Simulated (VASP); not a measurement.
# WS2 in VASP: a series of runs

Runs on WS2. Level: PBE+D3(BJ). Tasks: single point.

Program: VASP 6.6.1. These are calculated values, not measurements. Logs are shortened: lines on timing, memory, paths and dates and some standing lists are left out, and cuts for length are marked.

### Step 1. The cell of the first run

The cell holds a slab with vacuum, 9 atoms: a = 3.154 Å, b = 3.154 Å, c = 32.289 Å, α = 90.00°, β = 90.00°, γ = 120.00°.

### Step 2. Single point, PBE+D3(BJ)

INCAR

```
SYSTEM = WS2
PREC = Accurate ; ENCUT = 520
EDIFF = 1E-6 ; ISMEAR = 0
SIGMA = 0.05 ; LREAL = .FALSE.
LASPH = .TRUE. ; NELM = 100
ALGO = Normal ; ISIF = 2
LWAVE = .FALSE. ; LCHARG = .FALSE.
LDIPOL = .TRUE. ; IDIPOL = 3
DIPOL = 0.5 0.5 0.500 ; GGA = PE
IVDW = 12 ; NBANDS = 49
```

KPOINTS

```
regular mesh
0
G
  9 9 1
  0 0 0
```

POSCAR

```
WS2
1.0
    3.1542063670      0.0000000000      0.0000000000
   -1.5771031835      2.7316228426      0.0000000000
    0.0000000000      0.0000000000     32.2893024006
S W
6 3
Direct
    0.6666666667      0.3333333333      0.2632450802
    0.6666666667      0.3333333333      0.3607819565
    0.3333333333      0.6666666667      0.4512315618
    0.3333333333      0.6666666667      0.5487632511
    0.6666666667      0.3333333333      0.6397132801
    0.6666666667      0.3333333333      0.7374068514
    0.3333333333      0.6666666667      0.3120135184
    0.6666666667      0.3333333333      0.4999974516
    0.3333333333      0.6666666667      0.6885209584
```

Potentials or basis: VASP PAW PBE potentials, release 64 (S, W_sv).

On the command line:

```
cat potpaw_PBE.64/S/POTCAR potpaw_PBE.64/W_sv/POTCAR > POTCAR
mpirun -np 1 vasp_std > vasp.out
```

OUTCAR:

```text
SYSTEM = WS2
   PREC = Accurate
   ENCUT = 520
   EDIFF = 1E-6
   ISMEAR = 0
   LREAL = .FALSE.
   LASPH = .TRUE.
   NELM = 100
   ISIF = 2
   GGA = PE
   IVDW = 12
 IVDW          = 12

 ion  position               nearest neighbor table
   1  0.667  0.333  0.263-   7 2.41   7 2.41   7 2.41
   2  0.667  0.333  0.361-   7 2.41   7 2.41   7 2.41
   3  0.333  0.667  0.451-   8 2.41   8 2.41   8 2.41
   4  0.333  0.667  0.549-   8 2.41   8 2.41   8 2.41
   5  0.667  0.333  0.640-   9 2.41   9 2.41   9 2.41
   6  0.667  0.333  0.737-   9 2.41   9 2.41   9 2.41
   7  0.333  0.667  0.312-   2 2.41   2 2.41   2 2.41   1 2.41   1 2.41   1 2.41
   8  0.667  0.333  0.500-   4 2.41   4 2.41   4 2.41   3 2.41   3 2.41   3 2.41
   9  0.333  0.667  0.689-   5 2.41   5 2.41   5 2.41   6 2.41   6 2.41   6 2.41

  LATTYP: Found a hexagonal cell.
 ALAT       =     3.1542063670
 C/A-ratio  =    10.2369022961

  Lattice vectors:

 A1 = (   3.1542063670,   0.0000000000,   0.0000000000)
 A2 = (  -1.5771031835,   2.7316228426,   0.0000000000)
 A3 = (   0.0000000000,   0.0000000000,  32.2893024006)

Analysis of symmetry for initial positions (statically):
=====================================================================
 Subroutine PRICEL returns:
 Original cell was already a primitive cell.

 Routine SETGRP: Setting up the symmetry group for a
 hexagonal supercell.

 Subroutine GETGRP returns: Found  6 space group operations
 (whereof  6 operations were pure point group operations)
 out of a pool of 24 trial point group operations.

The static configuration has the point symmetry C_3v.

Analysis of symmetry for dynamics (positions and initial velocities):
=====================================================================
 Subroutine PRICEL returns:
 Original cell was already a primitive cell.

 Routine SETGRP: Setting up the symmetry group for a
 hexagonal supercell.

 Subroutine GETGRP returns: Found  6 space group operations
 (whereof  6 operations were pure point group operations)
 out of a pool of 24 trial point group operations.

The dynamic configuration has the point symmetry C_3v.

 Subroutine INISYM returns: Found  6 space group operations
 (whereof  6 operations are pure point group operations),
 and found     1 'primitive' translations

----------------------------------------------------------------------------------------

                                     Primitive cell

  volume of cell :     278.2079

  direct lattice vectors                    reciprocal lattice vectors
     3.154206367  0.000000000  0.000000000     0.317036961  0.183041375  0.000000000
    -1.577103184  2.731622843  0.000000000     0.000000000  0.366082749  0.000000000
     0.000000000  0.000000000 32.289302401     0.000000000  0.000000000  0.030970009

  length of vectors
     3.154206367  3.154206367 32.289302401     0.366082749  0.366082749  0.030970009

  position of ions in fractional coordinates (direct lattice)
     0.666666667  0.333333333  0.263245080
     0.666666667  0.333333333  0.360781956
     0.333333333  0.666666667  0.451231562
     0.333333333  0.666666667  0.548763251
     0.666666667  0.333333333  0.639713280
     0.666666667  0.333333333  0.737406851
     0.333333333  0.666666667  0.312013518
     0.666666667  0.333333333  0.499997452
     0.333333333  0.666666667  0.688520958

  ion indices of the primitive-cell ions
   primitive index   ion index
                 1           1
                 2           2
                 3           3
                 4           4
                 5           5
                 6           6
                 7           7
                 8           8
                 9           9

----------------------------------------------------------------------------------------

 KPOINTS: regular mesh

Automatic generation of k-mesh.
 Grid dimensions read from file:
 generate k-points for:    9    9    1

 Generating k-lattice:

  Cartesian coordinates                     Fractional coordinates (reciprocal lattice)
     0.035226329  0.020337931  0.000000000     0.111111111  0.000000000  0.000000000
     0.000000000  0.040675861  0.000000000     0.000000000  0.111111111  0.000000000
     0.000000000  0.000000000  0.030970009     0.000000000  0.000000000  1.000000000

  Length of vectors
     0.040675861  0.040675861  0.030970009

  Shift w.r.t. Gamma in fractional coordinates (k-lattice)
     0.000000000  0.000000000  0.000000000

 Subroutine IBZKPT returns following result:
 ===========================================

 Found     12 irreducible k-points:

 Following reciprocal coordinates:
            Coordinates               Weight
  0.000000  0.000000  0.000000      1.000000
  0.111111  0.000000  0.000000      6.000000
  0.222222 -0.000000  0.000000      6.000000
  0.333333 -0.000000  0.000000      6.000000
  0.444444 -0.000000  0.000000      6.000000
  0.111111  0.111111  0.000000      6.000000
  0.222222  0.111111  0.000000     12.000000
  0.333333  0.111111  0.000000     12.000000
  0.444444  0.111111  0.000000      6.000000
  0.222222  0.222222  0.000000      6.000000
  0.333333  0.222222  0.000000     12.000000
  0.333333  0.333333  0.000000      2.000000
   k-points           NKPTS =     12   k-points in BZ     NKDIM =     12   number of bands    NBANDS=     49
   number of dos      NEDOS =    301   number of ions     NIONS =      9
   total plane-waves  NPLWV = 138240
   dimension x,y,z NGX =    24 NGY =   24 NGZ =  240
   dimension x,y,z NGXF=    48 NGYF=   48 NGZF=  480
   ions per type =               6   3
   NGX,Y,Z   is equivalent  to a cutoff of  12.65, 12.65, 12.36 a.u.
   NGXF,Y,Z  is equivalent  to a cutoff of  25.30, 25.30, 24.71 a.u.
 SYSTEM =  WS2
   PREC   = accura    normal or accurate (medium, high low for compatibility)
   ISTART =      0    job   : 0-new  1-cont  2-samecut
   ICHARG =      2    charge: 1-file 2-atom 10-const
   ISPIN  =      1    spin polarized calculation?
   LNONCOLLINEAR =      F non collinear calculations
   LSORBIT =      F    spin-orbit coupling
   LASPH  =      T    aspherical Exc in radial PAW
   ENCUT  =  520.0 eV  38.22 Ry    6.18 a.u.   5.86  5.86 60.04*2*pi/ulx,y,z
   NELM   =    100;   NELMIN=  2; NELMDL= -5     # of ELM steps
   EDIFF  = 0.1E-05   stopping-criterion for ELM
   LREAL  =      F    real-space projection
[... 7 lines left out ...]
   TEBEG  =    0.0;   TEEND  =   0.0 temperature during run
   PSTRESS=    0.0 pullay stress
   NELECT =      78.0000    total number of electrons
   NUPDOWN=      -1.0000    fix difference up-down
   EMIN   =  10.00;   EMAX   =-10.00  energy-range for DOS
   EFERMI =   0.00;   METHOD = LEGACY
   ISMEAR =     0;   SIGMA  =   0.05  broadening in eV -4-tet -1-fermi 0-gaus
   EFERMI_NEDOS =   21; number of points for ismear=-14 and -15
   IALGO  =     38    algorithm
   IMIX   =      4    mixing-type and parameters
     AMIX     =   0.40;   BMIX     =  1.00
     AMIX_MAG =   1.60;   BMIX_MAG =  1.00
  volume/ion in A,a.u.               =      30.91       208.60
  Fermi-wavevector in a.u.,A,eV,Ry     =   1.071478  2.024800 15.620370  1.148065
  Thomas-Fermi vector in A             =   2.207219
   LORBIT       =      0    0 simple, 1 ext, 2 COOP (PROOUT), +10 PAW based schemes
   GGA     = PE    functional components
   LHFCALC =     F    Hartree Fock is set to
   AEXX    =    0.0000 exact exchange contribution
   IVDW    =    12    specifies the selected vdW correction
   LEPSILON=     F    determine dielectric tensor
   LRPA    =     F    only Hartree local field effects (RPA)
 non-spin polarized calculation
 Gauss-broadening in eV      SIGMA  =   0.05
  energy-cutoff  :      520.00
  volume of cell :      278.21
 maximum number of plane-waves:      7530
 NGX is ok and might be reduce to    24
   NGX = 11   NGY = 11   NGZ =121

 dipolmoment           0.000000      0.000000      0.000001 electrons x Angstroem

 number of electron      77.9999990 magnetization

 dipolmoment           0.000000      0.000000     -0.000031 electrons x Angstroem

 Free energy of the ion-electron system (eV)
  ---------------------------------------------------
  ext. energy  EPLUGINS =         0.00000000
  ---------------------------------------------------
  free energy    TOTEN  =       -70.85208355 eV

  energy without entropy =      -70.85208355  energy(sigma->0) =      -70.85208355

 E-fermi :   2.3432     XC(G=0):  -6.6384

 val. band max:        2.0531751774   @ k =   0.0000   0.0000   0.0000
 cond. band min:       3.3057433379   @ k =   0.2222   0.1111   0.0000
 fundamental gap:      1.2525681605
 Fermi energy:         2.3432081817

 k-point     1 :       0.0000    0.0000    0.0000
  band No.  band energies     occupation
      1     -72.4782      2.00000
      2     -72.4760      2.00000
      3     -72.4749      2.00000
      4     -36.7357      2.00000
      5     -36.7322      2.00000
      6     -36.7322      2.00000
[... 41 lines left out ...]
     48       4.5963      0.00000
     49       4.6465      0.00000

 k-point     2 :       0.1111    0.0000    0.0000
  band No.  band energies     occupation
      1     -72.4759      2.00000
      2     -72.4738      2.00000
      3     -72.4727      2.00000
      4     -36.7278      2.00000
      5     -36.7244      2.00000
      6     -36.7243      2.00000
[... 41 lines left out ...]
     48       4.4947      0.00000
     49       4.8372      0.00000

 k-point     3 :       0.2222   -0.0000    0.0000
  band No.  band energies     occupation
      1     -72.4703      2.00000
      2     -72.4682      2.00000
      3     -72.4670      2.00000
      4     -36.7103      2.00000
      5     -36.7078      2.00000
      6     -36.7061      2.00000
[... 457 lines left out ...]
     48       5.4632      0.00000
     49       6.5092      0.00000

 k-point    12 :       0.3333    0.3333    0.0000
  band No.  band energies     occupation
      1     -72.4568      2.00000
      2     -72.4547      2.00000
      3     -72.4535      2.00000
      4     -36.8289      2.00000
      5     -36.8246      2.00000
      6     -36.8234      2.00000
[... 41 lines left out ...]
     48       5.5846      0.00000
     49       7.0415      0.00000

------------------------ aborting loop because EDIFF is reached ----------------------------------------

 vacuum level on the upper side and lower side of the slab       (xc-potential included)        -0.003        -0.002

 Edisp (eV)   -3.52455

 E8    (eV) :    -1.5140

  FORCE on cell =-STRESS in cart. coord.  units (eV):
  Direction    XX          YY          ZZ          XY          YZ          ZX
  --------------------------------------------------------------------------------------
  -------------------------------------------------------------------------------------
  Total       0.15832     0.15832     0.03476     0.00000     0.00000     0.00000
  in kB       0.91174     0.91174     0.20020     0.00000     0.00000     0.00000
  external pressure =        0.67 kB  Pullay stress =        0.00 kB

 VOLUME and BASIS-vectors are now :
 -----------------------------------------------------------------------------
  energy-cutoff  :      520.00
  volume of cell :      278.21
      direct lattice vectors                 reciprocal lattice vectors
     3.154206367  0.000000000  0.000000000     0.317036961  0.183041375  0.000000000
    -1.577103184  2.731622843  0.000000000     0.000000000  0.366082749  0.000000000
     0.000000000  0.000000000 32.289302401     0.000000000  0.000000000  0.030970009

 POSITION                                       TOTAL-FORCE (eV/Angst)
 -----------------------------------------------------------------------------------
      1.57710      0.91054      8.50000        -0.000000      0.000000     -0.054427
      1.57710      0.91054     11.64940         0.000000     -0.000000      0.018298
     -0.00000      1.82108     14.56995        -0.000000     -0.000000     -0.003842
     -0.00000      1.82108     17.71918         0.000000     -0.000000      0.011639
      1.57710      0.91054     20.65590        -0.000000      0.000000      0.003522
      1.57710      0.91054     23.81035         0.000000     -0.000000     -0.016734
     -0.00000      1.82108     10.07470         0.000000     -0.000000      0.029469
      1.57710      0.91054     16.14457         0.000000     -0.000000      0.001689
     -0.00000      1.82108     22.23186        -0.000000     -0.000000      0.010385
 -----------------------------------------------------------------------------------
    total drift:                                0.000000      0.000000      0.000438

  FREE ENERGIE OF THE ION-ELECTRON SYSTEM (eV)
  ---------------------------------------------------
  free  energy   TOTEN  =       -74.3766326873 eV

  energy  without entropy=      -74.3766326873  energy(sigma->0) =      -74.37663269

 vacuum level on the upper side and lower side of the slab         6.899         6.895
```

Wall time 4.6 min (1 thread of Intel Xeon Platinum 8259CL at 2.50GHz (Skylake/Cascade Lake), shared host); peak memory 0.41 GiB.

What came out:

```yaml
Free_energy: -74.3766 eV
Largest_force: 0.054 eV/Å
Band_gap_on_the_k_mesh: 1.25 eV (least direct gap 1.86 eV)
Dispersion_energy_per_atom: -0.392 eV
```

Forces in eV/Å, atoms in the order of the input:
```
S    0.000  0.000 -0.054
S    0.000  0.000  0.018
S    0.000  0.000 -0.004
S    0.000  0.000  0.012
S    0.000  0.000  0.004
S    0.000  0.000 -0.017
W    0.000  0.000  0.029
W    0.000  0.000  0.002
W    0.000  0.000  0.010
```

Caveat: spin-orbit coupling is left out, which moves the levels of the heavy elements.

(Continued in part 2 of 2.)
